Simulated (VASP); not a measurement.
# Se: single point with BLYP

System: Se.

```
CELL_PARAMETERS angstrom
14.00000 0.00000 0.00000
0.00000 14.40000 0.00000
0.00000 0.00000 14.80000
ATOMIC_POSITIONS crystal
Se 0.50000 0.50000 0.50000
```

| Quantity | Value |
| --- | --- |
| Program | VASP 6.6.1 |
| Task | single point |
| Functional | BLYP |
| Potentials or basis | VASP PAW PBE potentials, release 64 (Se) |
| Cutoff | 520 eV |
| k mesh | 1 × 1 × 1 |
| Occupations | fermi-dirac, width 0.01 eV |
| Spin | collinear spin |
| Starting moments | [2.0] μB |
| Dipole correction | no |
| Further INCAR settings | ALGO = Normal; EDIFF = 1e-06; NBANDS = 13; ISYM = 0 |

```
Pressure                                              : 0.0 GPa
Band gap on the k mesh                                : zero (filled and empty bands touch)
Net moment                                            : 2.00 μB per cell
Site moments                                          : Se +1.11 μB
Valence electrons inside the program's atomic spheres : Se 3.59
```

Levels at points of the mesh, in eV from the Fermi level:
Spin up:
```tsv
k point	band 1	band 2	band 3	band 4	band 5	band 6	band 7	band 8	band 9
(0.00, 0.00, 0.00)	-12.07	-1.27	-1.27	-1.26	5.12	5.87	6.10	6.13	6.17
```
Spin down:
```csv
k point,band 1,band 2,band 3,band 4,band 5
"(0.00, 0.00, 0.00)",-10.71,0.01,0.01,0.01,5.22
```

Run time: 19 min on 1 thread of Intel(R) Xeon(R) Platinum 8488C (Sapphire Rapids), with other jobs on the host, peak memory 2.9 GiB.

Caveat: the PAW data sets were made with another functional, which shifts forces and pressure a little.
